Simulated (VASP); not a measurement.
Na2Sc, 3 atoms in the cell. Symmetry: P-3m1, No. 164, trigonal system. Conventional cell: a = 3.373 Å, b = 3.373 Å, c = 5.630 Å, α = 90.00°, β = 90.00°, γ = 120.00°. Within 3.2 Å of Na (site symmetry 3m) lie 3 Sc at 2.40 Å. Within 3.2 Å of Sc (site symmetry -3m) lie 6 Na at 2.40 Å. 

| Quantity | Value |
| --- | --- |
| Program | VASP 6.6.1 |
| Task | single point |
| Functional | PBE |
| Potentials or basis | VASP PAW PBE potentials, release 64 (Na_pv, Sc_sv) |
| Cutoff | 520 eV |
| k mesh | 8 × 8 × 4 |
| Occupations | methfessel-paxton, width 0.005 eV |
| Spin | no spin polarisation |
| Dipole correction | no |
| Further INCAR settings | ALGO = Fast; EDIFF = 1e-07; NBANDS = 20 |

Potentials or basis: VASP PAW PBE potentials, release 64 (Na_pv, Sc_sv).

Run with:

```sh
$ cat potpaw_PBE.64/Na_pv/POTCAR potpaw_PBE.64/Sc_sv/POTCAR > POTCAR
$ mpirun -np 1 vasp_std > vasp.out
```

Hardware: 1 thread of Intel(R) Xeon(R) 6975P-C (Granite Rapids) (shared host).

Problem. How long does it take, and how much memory?

Solution. It took 26 s on 1 thread of Intel(R) Xeon(R) 6975P-C (Granite Rapids), with other jobs on the host, peak memory 0.19 GiB. Counts: scf iterations 16, k points 35.
